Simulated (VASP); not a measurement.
# Mg (P6_3/mmc) in VASP: a series of runs

Mg is run at these levels: LDA; tasks: single point.

Program: VASP 6.6.1. These are calculated values, not measurements. Logs are shortened: lines on timing, memory, paths and dates and some standing lists are left out, and cuts for length are marked.

## 1. The cell of the first run

The structure is hexagonal, space group P6_3/mmc (No. 194). The conventional cell has a = 3.133 Å, b = 3.133 Å, c = 5.085 Å, α = 90.00°, β = 90.00°, γ = 120.00°. Mg (site symmetry -6m2) has 12 Mg at 3.12 to 3.13 Å within 4.1 Å.

## 2. Single point, LDA

INCAR reads:

```
SYSTEM = Mg
ALGO = Normal
EDIFF = 1E-7
ENCUT = 520
ISIF = 2
ISMEAR = -1
LASPH = .TRUE.
LCHARG = .TRUE.
LELF = .TRUE.
LREAL = .FALSE.
LVHAR = .TRUE.
LWAVE = .FALSE.
NBANDS = 9
NELM = 100
PREC = Accurate
SIGMA = 0.1
```

KPOINTS reads:

```
k-points
0
G
  4 4 2
  0 0 0
```

POSCAR reads:

```
Mg
1.0
    3.1325008903      0.0000000000      0.0000000000
   -1.5662504451      2.7128253484      0.0000000000
    0.0000000000      0.0000000000      5.0848940941
Mg
2
Direct
    0.3333333333      0.6666666667      0.2500000000
    0.6666666667      0.3333333333      0.7500000000
```

Potentials or basis: VASP PAW LDA potentials, release 64 (Mg).

On the command line:

```
$ cat potpaw_LDA.64/Mg/POTCAR > POTCAR
$ mpirun -np 1 vasp_std > vasp.out
```

OUTCAR:

```text
SYSTEM = Mg
   EDIFF = 1E-7
   ENCUT = 520
   ISIF = 2
   ISMEAR = -1
   LASPH = .TRUE.
   LREAL = .FALSE.
   NELM = 100
   PREC = Accurate

 ion  position               nearest neighbor table
   1  0.333  0.667  0.250-   2 3.12   2 3.12   2 3.12   2 3.12   2 3.12   2 3.12
   2  0.667  0.333  0.750-   1 3.12   1 3.12   1 3.12   1 3.12   1 3.12   1 3.12

  LATTYP: Found a hexagonal cell.
 ALAT       =     3.1325008903
 C/A-ratio  =     1.6232698001

  Lattice vectors:

 A1 = (   3.1325008903,   0.0000000000,   0.0000000000)
 A2 = (  -1.5662504451,   2.7128253484,   0.0000000000)
 A3 = (   0.0000000000,   0.0000000000,   5.0848940941)

Analysis of symmetry for initial positions (statically):
=====================================================================
 Subroutine PRICEL returns:
 Original cell was already a primitive cell.

 Routine SETGRP: Setting up the symmetry group for a
 hexagonal supercell.

 Subroutine GETGRP returns: Found 24 space group operations
 (whereof 12 operations were pure point group operations)
 out of a pool of 24 trial point group operations.

The static configuration has the point symmetry D_3d.
 The point group associated with its full space group is D_6h.

Analysis of symmetry for dynamics (positions and initial velocities):
=====================================================================
 Subroutine PRICEL returns:
 Original cell was already a primitive cell.

 Routine SETGRP: Setting up the symmetry group for a
 hexagonal supercell.

 Subroutine GETGRP returns: Found 24 space group operations
 (whereof 12 operations were pure point group operations)
 out of a pool of 24 trial point group operations.

The dynamic configuration has the point symmetry D_3d.
 The point group associated with its full space group is D_6h.

 Subroutine INISYM returns: Found 24 space group operations
 (whereof 12 operations are pure point group operations),
 and found     1 'primitive' translations

----------------------------------------------------------------------------------------

                                     Primitive cell

  volume of cell :      43.2111

  direct lattice vectors                    reciprocal lattice vectors
     3.132500890  0.000000000  0.000000000     0.319233748  0.184309690  0.000000000
    -1.566250445  2.712825348  0.000000000     0.000000000  0.368619381  0.000000000
     0.000000000  0.000000000  5.084894094     0.000000000  0.000000000  0.196660930

  length of vectors
     3.132500890  3.132500890  5.084894094     0.368619381  0.368619381  0.196660930
[... 70 lines left out ...]
   ISIF   =      2    stress and relaxation
   ISYM   =      2    0-nonsym 1-usesym 2-fastsym
   POTIM  = 0.5000    time-step for ionic-motion
   TEBEG  =    0.0;   TEEND  =   0.0 temperature during run
   PSTRESS=    0.0 pullay stress
   NELECT =       4.0000    total number of electrons
   NUPDOWN=      -1.0000    fix difference up-down
   EMIN   =  10.00;   EMAX   =-10.00  energy-range for DOS
   EFERMI =   0.00;   METHOD = LEGACY
   ISMEAR =    -1;   SIGMA  =   0.10  broadening in eV -4-tet -1-fermi 0-gaus
   EFERMI_NEDOS =   21; number of points for ismear=-14 and -15
   IALGO  =     38    algorithm
   IMIX   =      4    mixing-type and parameters
     AMIX     =   0.40;   BMIX     =  1.00
     AMIX_MAG =   1.60;   BMIX_MAG =  1.00
  volume/ion in A,a.u.               =      21.61       145.80
  Fermi-wavevector in a.u.,A,eV,Ry     =   0.740565  1.399465  7.461932  0.548437
  Thomas-Fermi vector in A             =   1.834998
   LORBIT       =      0    0 simple, 1 ext, 2 COOP (PROOUT), +10 PAW based schemes
   GGA     = CA    functional components
   LHFCALC =     F    Hartree Fock is set to
   AEXX    =    0.0000 exact exchange contribution
   IVDW    =     0    specifies the selected vdW correction
   LEPSILON=     F    determine dielectric tensor
   LRPA    =     F    only Hartree local field effects (RPA)
 non-spin polarized calculation
  energy-cutoff  :      520.00
  volume of cell :       43.21
 maximum number of plane-waves:      1182
 NGX is ok and might be reduce to    24
   NGX = 11   NGY = 11   NGZ = 19

 number of electron       4.0000000 magnetization

 Free energy of the ion-electron system (eV)
  ---------------------------------------------------
  ext. energy  EPLUGINS =         0.00000000
  ---------------------------------------------------
  free energy    TOTEN  =        -3.66108119 eV

  energy without entropy =       -3.62022577  energy(sigma->0) =       -3.64065348

 E-fermi :   2.4793     XC(G=0):  -8.8782

 val. band max:        2.3420498174   @ k =   0.5000   0.0000   0.5000
 cond. band min:       2.6945044973   @ k =   0.2500   0.0000   0.0000
 fundamental gap:      0.3524546799
 Fermi energy:         2.4793434742

 k-point     1 :       0.0000    0.0000    0.0000
  band No.  band energies     occupation
      1      -4.3934      2.00000
      2       1.0586      2.00000
      3       1.4979      1.99989
      4      14.0314      0.00000
      5      14.0314      0.00000
      6      14.2004      0.00000
      7      14.2004      0.00000
      8      14.9668      0.00000
      9      16.7425      0.00000
[... 73 lines left out ...]
 k-point     8 :       0.2500    0.2500    0.5000
  band No.  band energies     occupation
      1       0.7420      2.00000
      2       0.7420      2.00000
      3       5.1553      0.00000
      4       5.1553      0.00000
      5       6.0906      0.00000
      6       6.0906      0.00000
      7      11.8303      0.00000
      8      11.8303      0.00000
      9      15.8889      0.00000

------------------------ aborting loop because EDIFF is reached ----------------------------------------

  FORCE on cell =-STRESS in cart. coord.  units (eV):
  Direction    XX          YY          ZZ          XY          YZ          ZX
  --------------------------------------------------------------------------------------
  -------------------------------------------------------------------------------------
  Total       -0.1492455     -0.1492455     -0.0102060     -0.0000000     -0.0000000      0.0000000
  in kB       -5.5337166     -5.5337166     -0.3784191     -0.0000000     -0.0000000      0.0000000
  external PRESSURE =      -3.8152841 kB  Pullay stress =       0.0000000 kB

 VOLUME and BASIS-vectors are now :
 -----------------------------------------------------------------------------
  energy-cutoff  :      520.00
  volume of cell :       43.21
      direct lattice vectors                 reciprocal lattice vectors
     3.132500890  0.000000000  0.000000000     0.319233748  0.184309690  0.000000000
    -1.566250445  2.712825348  0.000000000     0.000000000  0.368619381  0.000000000
     0.000000000  0.000000000  5.084894094     0.000000000  0.000000000  0.196660930

 POSITION                                       TOTAL-FORCE (eV/Angst)
 -----------------------------------------------------------------------------------
     -0.00000      1.80855      1.27122        -0.000000      0.000000      0.000000
      1.56625      0.90428      3.81367         0.000000     -0.000000      0.000000
 -----------------------------------------------------------------------------------
    total drift:                               -0.000000      0.000000     -0.000000

  FREE ENERGIE OF THE ION-ELECTRON SYSTEM (eV)
  ---------------------------------------------------
  free  energy   TOTEN  =        -3.6610811853 eV

  energy  without entropy=       -3.6202257696  energy(sigma->0) =       -3.64065348
```

OSZICAR:

```text
N       E                     dE             d eps       ncg     rms          rms(c)
DAV:   1    -0.797191635931E+00   -0.79719E+00   -0.14420E+03   144   0.334E+02
DAV:   2    -0.364458764973E+01   -0.28474E+01   -0.27977E+01   181   0.261E+01
DAV:   3    -0.368650796471E+01   -0.41920E-01   -0.40788E-01   212   0.259E+00
DAV:   4    -0.368657823279E+01   -0.70268E-04   -0.70252E-04   172   0.119E-01
DAV:   5    -0.368657858471E+01   -0.35192E-06   -0.35182E-06   184   0.844E-03    0.971E-01
DAV:   6    -0.367209751842E+01    0.14481E-01   -0.90184E-04   170   0.146E-01    0.614E-01
DAV:   7    -0.366110316774E+01    0.10994E-01   -0.31378E-03   148   0.267E-01    0.322E-02
DAV:   8    -0.366108249164E+01    0.20676E-04   -0.32416E-05   187   0.279E-02    0.430E-03
DAV:   9    -0.366108119471E+01    0.12969E-05   -0.59802E-07   169   0.392E-03    0.517E-04
DAV:  10    -0.366108118534E+01    0.93678E-08   -0.43890E-09    99   0.401E-04
   1 F= -.36610812E+01 E0= -.36406535E+01  d E =-.408554E-01
```

stdout:

```text
POSCAR found type information on POSCAR Mg
 POSCAR found :  1 types and       2 ions
 scaLAPACK will be used
 LDA part: xc-table for (Slater(with rela. corr.)+CA(PZ))
 , standard interpolation
 POSCAR, INCAR and KPOINTS ok, starting setup
 FFT: planning ... GRIDC
 FFT: planning ... GRID_SOFT
 FFT: planning ... GRID
 WAVECAR not read
 entering main loop
```

It took 3.4 s on 1 thread of Intel Xeon Platinum 8488C (Sapphire Rapids), shared host; peak memory 0.13 GiB.

What came out:

```yaml
Free_energy: -3.6611 eV
Pressure: -0.4 GPa
Band_gap_on_the_k_mesh: zero (band 2 reaches 3.80 eV, above the bottom of band 3 at 1.50 eV)
```

Stress tensor (GPa, compression positive):
```
-0.55  0.00  0.00
 0.00 -0.55  0.00
 0.00  0.00 -0.04
```

Caveat: the k points lie up to 0.62 Å⁻¹ apart.

## 3. Single point, LDA

INCAR reads:

```
PREC = Accurate
ENCUT = 520
EDIFF = 1E-6
ISMEAR = -1
SIGMA = 0.1
LREAL = False
LASPH = True
NELM = 60
ALGO = Normal
ISIF = 2
LWAVE = False
LCHARG = False
NBANDS = 9
```

KPOINTS reads:

```
regular mesh
0
Gamma
  6 6 3
```

POSCAR is that of step 2.

Potentials or basis: VASP PAW LDA potentials, release 64 (Mg).

On the command line:

```
$ cat potpaw_LDA.64/Mg/POTCAR > POTCAR
$ mpirun -np 1 vasp_std > vasp.out
```

Run time: 4.7 s. Hardware: 1 thread of Intel Xeon Platinum 8488C (Sapphire Rapids), shared host; peak memory 0.13 GiB.

The run converged. Its results:

```yaml
Free_energy: -3.5444 eV
Pressure: -0.2 GPa
Band_gap_on_the_k_mesh: zero (band 2 reaches 3.11 eV, above the bottom of band 3 at 1.52 eV)
```

Stress tensor (GPa, compression positive):
```
-0.36  0.00  0.00
 0.00 -0.36  0.00
 0.00  0.00  0.11
```

Levels at points of the mesh, in eV from the Fermi level:
| k point | band 1 | band 2 | band 3 | band 4 | band 5 | band 6 | band 7 |
| --- | --- | --- | --- | --- | --- | --- | --- |
| (0.00, 0.00, 0.00) | -7.16 | -1.72 | -1.25 | 11.27 | 11.27 | 11.44 | 11.44 |
| (0.50, 0.00, 0.00) | -2.20 | -2.17 | 2.77 | 3.11 | 3.43 | 3.85 | 7.15 |

Caveat: the k points lie up to 0.41 Å⁻¹ apart.
